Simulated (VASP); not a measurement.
# BN (P4_2/mnm) in VASP: further runs, part 2 of 2

VASP 6.6.1. Earlier steps stand in the parts before.

### 3 Single point, PBEsol

This run uses another cell than the first one, of 5.16 Å³/atom, 1.016 times its volume.

INCAR reads:

```
PREC = Accurate
ENCUT = 520
EDIFF = 1E-6
ISMEAR = 0
SIGMA = 0.05
LREAL = F
LASPH = T
NELM = 100
ALGO = Normal
ISIF = 2
LWAVE = F
LCHARG = F
GGA = PS
NBANDS = 26
```

KPOINTS reads:

```
regular mesh
0
Gamma
  6 6 10
```

POSCAR reads:

```
BN
1.0
    4.2993000000      0.0000000000      0.0000000000
    0.0000000000      4.2993000000      0.0000000000
    0.0000000000      0.0000000000      2.2335000000
B N
4 4
Direct
    0.1741337327      0.8258662673      0.5000000000
    0.3258662673      0.3258662673      0.0000000000
    0.6741337327      0.6741337327      0.0000000000
    0.8258662673      0.1741337327      0.5000000000
    0.8123909516      0.8123909516      0.5000000000
    0.3123909516      0.6876090484      0.0000000000
    0.6876090484      0.3123909516      0.0000000000
    0.1876090484      0.1876090484      0.5000000000
```

Potentials or basis: VASP PAW PBE potentials, release 64 (B, N).

The run is started by

```bash
> cat potpaw_PBE.64/B/POTCAR potpaw_PBE.64/N/POTCAR > POTCAR
> mpirun -np 1 vasp_std > vasp.out
```

OUTCAR:

```text
PREC = Accurate
   ENCUT = 520
   EDIFF = 1E-6
   ISMEAR = 0
   LREAL = F
   LASPH = T
   NELM = 100
   ISIF = 2
   GGA = PS

 ion  position               nearest neighbor table
   1  0.174  0.826  0.500-   6 1.40   6 1.40   8 1.56   5 1.56   4 2.12
   2  0.326  0.326  0.000-   8 1.40   8 1.40   6 1.56   7 1.56   3 2.12
   3  0.674  0.674  0.000-   5 1.40   5 1.40   7 1.56   6 1.56   2 2.12
   4  0.826  0.174  0.500-   7 1.40   7 1.40   8 1.56   5 1.56   1 2.12
   5  0.812  0.812  0.500-   3 1.40   3 1.40   4 1.56   1 1.56
[... 914 lines left out ...]
  Total       12.3392793     12.3392793     51.3765864      0.0000000      0.0000000      0.0000000
  in kB      478.8714191    478.8714191   1993.8586619      0.0000000      0.0000000      0.0000000
  external PRESSURE =     983.8671667 kB  Pullay stress =       0.0000000 kB

 VOLUME and BASIS-vectors are now :
 -----------------------------------------------------------------------------
  energy-cutoff  :      520.00
  volume of cell :       41.28
      direct lattice vectors                 reciprocal lattice vectors
     4.299300000  0.000000000  0.000000000     0.232596004  0.000000000  0.000000000
     0.000000000  4.299300000  0.000000000     0.000000000  0.232596004  0.000000000
     0.000000000  0.000000000  2.233500000     0.000000000  0.000000000  0.447727782

 POSITION                                       TOTAL-FORCE (eV/Angst)
 -----------------------------------------------------------------------------------
      0.74865      3.55065      1.11675        -1.171284      1.171284     -0.000000
      1.40100      1.40100      0.00000         1.171284      1.171284     -0.000000
      2.89830      2.89830      0.00000        -1.171284     -1.171284     -0.000000
      3.55065      0.74865      1.11675         1.171284     -1.171284     -0.000000
      3.49271      3.49271      1.11675         1.266300      1.266300     -0.000000
      1.34306      2.95624      0.00000         1.266300     -1.266300     -0.000000
      2.95624      1.34306      0.00000        -1.266300      1.266300     -0.000000
      0.80659      0.80659      1.11675        -1.266300     -1.266300      0.000000
 -----------------------------------------------------------------------------------
    total drift:                                0.000000     -0.000000     -0.000000

  FREE ENERGIE OF THE ION-ELECTRON SYSTEM (eV)
  ---------------------------------------------------
  free  energy   TOTEN  =       -69.1254063098 eV

  energy  without entropy=      -69.1254063098  energy(sigma->0) =      -69.12540631
```

OSZICAR:

```text
N       E                     dE             d eps       ncg     rms          rms(c)
DAV:   1     0.121887116554E+03    0.12189E+03   -0.17346E+04  3120   0.122E+03
DAV:   2    -0.687285482334E+02   -0.19062E+03   -0.17921E+03  4098   0.305E+02
DAV:   3    -0.751713263435E+02   -0.64428E+01   -0.64079E+01  4194   0.524E+01
DAV:   4    -0.752063556760E+02   -0.35029E-01   -0.35005E-01  3840   0.411E+00
DAV:   5    -0.752066251453E+02   -0.26947E-03   -0.26940E-03  4106   0.340E-01    0.163E+01
DAV:   6    -0.699346613169E+02    0.52720E+01   -0.89639E+00  3784   0.186E+01    0.798E+00
DAV:   7    -0.692354871204E+02    0.69917E+00   -0.12273E+00  3832   0.700E+00    0.443E+00
DAV:   8    -0.691280122850E+02    0.10747E+00   -0.20009E-01  3766   0.293E+00    0.442E-01
DAV:   9    -0.691252243032E+02    0.27880E-02   -0.12481E-02  3828   0.819E-01    0.265E-01
DAV:  10    -0.691254005999E+02   -0.17630E-03   -0.57557E-04  3836   0.164E-01    0.459E-02
DAV:  11    -0.691254034907E+02   -0.28908E-05   -0.11092E-04  3798   0.677E-02    0.194E-02
DAV:  12    -0.691254062743E+02   -0.27836E-05   -0.95221E-06  3942   0.223E-02    0.339E-03
DAV:  13    -0.691254063098E+02   -0.35468E-07   -0.53559E-07  2086   0.558E-03
   1 F= -.69125406E+02 E0= -.69125406E+02  d E =-.146473E-11
```

stdout:

```text
POSCAR found type information on POSCAR B N
 POSCAR found :  2 types and       8 ions
 scaLAPACK will be used
 -----------------------------------------------------------------------------
|                                                                             |
|                                                                             |
|     You enforced a specific xc type in the INCAR file but a different       |
|     I HOPE YOU KNOW WHAT YOU ARE DOING!                                     |
|                                                                             |
 -----------------------------------------------------------------------------

 LDA part: xc-table for (Slater+PW92), standard interpolation
 POSCAR, INCAR and KPOINTS ok, starting setup
 FFT: planning ... GRIDC
 FFT: planning ... GRID_SOFT
 FFT: planning ... GRID
 WAVECAR not read
 entering main loop
```

Run time: 17 s. Hardware: 1 thread of Intel Xeon 6975P-C (Granite Rapids), shared host; peak memory 0.17 GiB.

Results:

| Quantity | Value |
| --- | --- |
| Free energy | -69.1254 eV |
| Pressure | 98.4 GPa |
| Largest force | 1.791 eV/Å |
| Band gap on the k mesh | 3.95 eV, indirect (least direct gap 5.81 eV) |

Forces in eV/Å, atoms in the order of the input:
```
B   -1.171  1.171  0.000
B    1.171  1.171  0.000
B   -1.171 -1.171  0.000
B    1.171 -1.171  0.000
N    1.266  1.266  0.000
N    1.266 -1.266  0.000
N   -1.266  1.266  0.000
N   -1.266 -1.266  0.000
```

Caveat: the PAW data sets were made with another functional, which shifts forces and pressure a little.

### 4 Single point, PBEsol

This run uses another cell than the first one, of 5.24 Å³/atom, 1.031 times its volume.

INCAR reads:

```
SYSTEM = BN
ALGO = Normal
EDIFF = 1E-7
ENCUT = 520
GGA = PS
ISIF = 2
ISMEAR = 0
LASPH = .True.
LCHARG = .False.
LREAL = .False.
LWAVE = .False.
NBANDS = 26
NELM = 80
PREC = Accurate
SIGMA = 0.05
```

KPOINTS reads:

```
k-points
0
Gamma
  6 6 10
  0 0 0
```

Changes to POSCAR since step 3:

```diff
@@ -2,4 +2,4 @@
 1.0
-    4.2993000000      0.0000000000      0.0000000000
-    0.0000000000      4.2993000000      0.0000000000
+    4.3323000000      0.0000000000      0.0000000000
+    0.0000000000      4.3323000000      0.0000000000
     0.0000000000      0.0000000000      2.2335000000
```

The run is started by

```bash
> cat potpaw_PBE.64/B/POTCAR potpaw_PBE.64/N/POTCAR > POTCAR
> mpirun -np 1 vasp_std > vasp.out
```

Run time: 17 s. Hardware: 1 thread of Intel Xeon 6975P-C (Granite Rapids), shared host; peak memory 0.17 GiB.

Results (log left out):

| Quantity | Value |
| --- | --- |
| Free energy | -69.2956 eV |
| Pressure | 89.4 GPa |
| Largest force | 1.841 eV/Å |
| Band gap on the k mesh | 3.91 eV, indirect (least direct gap 5.78 eV) |

Forces in eV/Å, atoms in the order of the input:
```
B   -1.143  1.143  0.000
B    1.143  1.143  0.000
B   -1.143 -1.143  0.000
B    1.143 -1.143  0.000
N    1.302  1.302  0.000
N    1.302 -1.302  0.000
N   -1.302  1.302  0.000
N   -1.302 -1.302  0.000
```

Stress tensor (GPa, compression positive):
```
 37.26   0.00   0.00
  0.00  37.26   0.00
  0.00   0.00 193.56
```

Levels at points of the mesh, in eV from the valence-band top:
```tsv
k point	band 12	band 13	band 14	band 15	band 16	band 17	band 18	band 19	band 20	band 21
(0.00, 0.00, 0.00)	-1.75	-0.83	-0.83	-0.40	0.00	7.11	7.11	7.93	7.94	9.77
(0.50, 0.00, 0.00)	-3.10	-2.09	-2.09	-0.93	-0.93	7.08	7.08	8.76	8.76	11.31
(0.50, 0.50, 0.00)	-4.48	-2.40	-2.40	-1.88	-1.88	7.04	7.04	10.45	10.45	11.56
(0.00, 0.00, 0.50)	-5.63	-5.46	-5.46	-3.99	-3.99	5.91	5.91	10.20	10.20	11.45
(0.50, 0.00, 0.50)	-5.48	-4.25	-4.25	-3.35	-3.35	6.76	6.76	8.43	8.43	9.16
(0.50, 0.50, 0.50)	-4.79	-3.53	-3.53	-3.44	-3.44	6.14	6.14	6.83	6.83	7.86
```

Caveat: the PAW data sets were made with another functional, which shifts forces and pressure a little. A k mesh can miss the band edges.

### 5 Summary

| cell | gap on the mesh (eV) | pressure (GPa) | largest force (eV/Å) |
| --- | --- | --- | --- |
| a = 4.266, b = 4.266, c = 2.233 Å, 8 atoms | 3.99 | 108.0 | 1.72 |
| a = 4.299, b = 4.299, c = 2.233 Å, 8 atoms | 3.95 | 98.4 | 1.79 |
| a = 4.332, b = 4.332, c = 2.233 Å, 8 atoms | 3.91 | 89.4 | 1.84 |

Alike in all rows: task single point; level PBEsol; potentials or basis VASP PAW PBE potentials, release 64 (B, N); no spin polarisation; k mesh 6 × 6 × 10; cutoff (eV) 520; smearing gaussian 0.05 eV.

Caveats: the PAW data sets were made with another functional, which shifts forces and pressure a little.

Absolute energies hang on the potentials; compare differences alone.
